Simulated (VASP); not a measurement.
Al: single point with PBEsol

Crystal: Al.

```
Al
1.0
     0.00000    2.02398    1.96326
     2.02398    0.00000    1.96326
     2.02398    2.02398    0.00000
Al
1
Direct
  0.00000 0.00000 0.00000
```

This cell differs from its parent crystal: strain +0.000 along x and y, -0.030 along z.

- Program: VASP 6.6.1
- Task: single point
- Functional: PBEsol
- Potentials or basis: VASP PAW PBE potentials, release 64 (Al)
- Cutoff: 520 eV
- k mesh: 20 × 20 × 20
- Occupations: gaussian, width 0.15 eV
- Spin: no spin polarisation

```json
{
  "Pressure": "0.6 GPa"
}
```

Stress tensor (GPa, compression positive):
```
0.23 0.00 0.00
0.00 0.23 0.00
0.00 0.00 1.37
```

Levels at points of the mesh, in eV from the Fermi level:
```
           k point  band 1  band 2  band 3  band 4  band 5
(0.00, 0.00, 0.00)  -11.33   12.62   12.62   12.95   14.34
(0.50, 0.00, 0.00)   -4.72   -4.43   11.19   11.27   11.84
(0.50, 0.50, 0.00)   -2.69   -1.21    5.00    5.31    5.31
(0.50, 0.00, 0.50)   -3.15   -1.84    5.37    5.78    5.99
```

It took 110 s on 1 thread of AMD EPYC 7R43 64-Core Processor (Zen 3), with other jobs on the host, peak memory 0.14 GiB.

Caveat: the cell differs from its parent crystal (strain +0.000 along x and y, -0.030 along z); the PAW data sets were made with another functional, which shifts forces and pressure a little.
